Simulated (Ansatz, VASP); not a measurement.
## Two plane-wave programs on ZnGeP2

The input INCAR:

```
PREC     = Accurate       # precision mode
ENCUT    = 500            # plane-wave cutoff, eV
EDIFF    = 1E-6           # SCF threshold, eV
ISMEAR   = 0              # smearing method
SIGMA    = 0.1            # smearing width, eV
LREAL    = False          # projectors in reciprocal space
LASPH    = True           # aspherical terms in the spheres
NELM     = 120            # most SCF steps
ALGO     = Normal         # electronic algorithm
ISIF     = 2              # what is computed and relaxed
LWAVE    = False          # write WAVECAR
LCHARG   = True           # write CHGCAR
GGA      = PS             # functional
LELF     = True           # ELF
LVHAR    = True         
NBANDS   = 46             # bands
GGA_COMPAT= False
```

KPOINTS

```
regular mesh
0
Gamma
  6 6 6
```

The input POSCAR:

```
ZnGeP2
1.0
   -2.7300000000      2.7300000000      5.3800000000
    2.7300000000     -2.7300000000      5.3800000000
    2.7300000000      2.7300000000     -5.3800000000
Zn Ge P
2 2 4
Direct
    0.0000000000      0.0000000000      0.0000000000
    0.7500000000      0.2500000000      0.5000000000
    0.5000000000      0.5000000000      0.0000000000
    0.2500000000      0.7500000000      0.5000000000
    0.3750000000      0.3890000000      0.5140000000
    0.6110000000      0.1250000000      0.9860000000
    0.8750000000      0.8610000000      0.4860000000
    0.1390000000      0.6250000000      0.0140000000
```

Input for Ansatz:

```yaml
crystal:
  lattice:
    - [-2.73, 2.73, 5.38]
    - [2.73, -2.73, 5.38]
    - [2.73, 2.73, -5.38]
  atoms:
    - { symbol: Zn, position: [0.0, 0.0, 0.0] }
    - { symbol: Zn, position: [0.75, 0.25, 0.5] }
    - { symbol: Ge, position: [0.5, 0.5, 0.0] }
    - { symbol: Ge, position: [0.25, 0.75, 0.5] }
    - { symbol: P, position: [0.375, 0.389, 0.514] }
    - { symbol: P, position: [0.611, 0.125, 0.986] }
    - { symbol: P, position: [0.875, 0.861, 0.486] }
    - { symbol: P, position: [0.139, 0.625, 0.014] }
basis:
  ecutwfc: 420
kpoints:
  mp_grid: { grid: [6, 6, 6] }
hamiltonian:
  xc: pbesol
scf:
  occupations: { method: gaussian, width: 0.1 }
output:
  forces: true
  stress: true
  eigenvalues: true
```

Alike in both runs: task single point; functional PBEsol; k mesh 6 × 6 × 6; occupations gaussian, width 0.1 eV; no spin polarisation.

|  | VASP | Ansatz |
| --- | --- | --- |
| version | VASP 6.6.1 | Ansatz 0.2.0 |
| potentials or method | VASP PAW PBE potentials, release 64 (Zn, Ge_d, P), cutoff 500 eV | scalar-relativistic, plane waves, PAW |
| valence electrons in the cell | 72 | 72 |

|  | VASP | Ansatz | Ansatz less VASP |
| --- | --- | --- | --- |
| gap on the k mesh at the Fermi level (eV) | 1.32 | 1.31 | -0.009 |
| least direct gap on the mesh (eV) | 1.39 | 1.39 | -0.004 |
| pressure (GPa) | -0.8 | -0.9 | -0.02 |
| traceless stress, the component that is largest in VASP (GPa) | -0.28 | -0.27 | +0.005 |
| rms of the force components (eV/Å) | 0.287 | 0.298 | +0.0108 |

VASP's potentials were made for PBE, not for PBEsol. Atom by atom the forces differ by 0.011 eV/Å (rms over components). With one functional, cell and mesh, what is left measures potentials, basis and numerics.
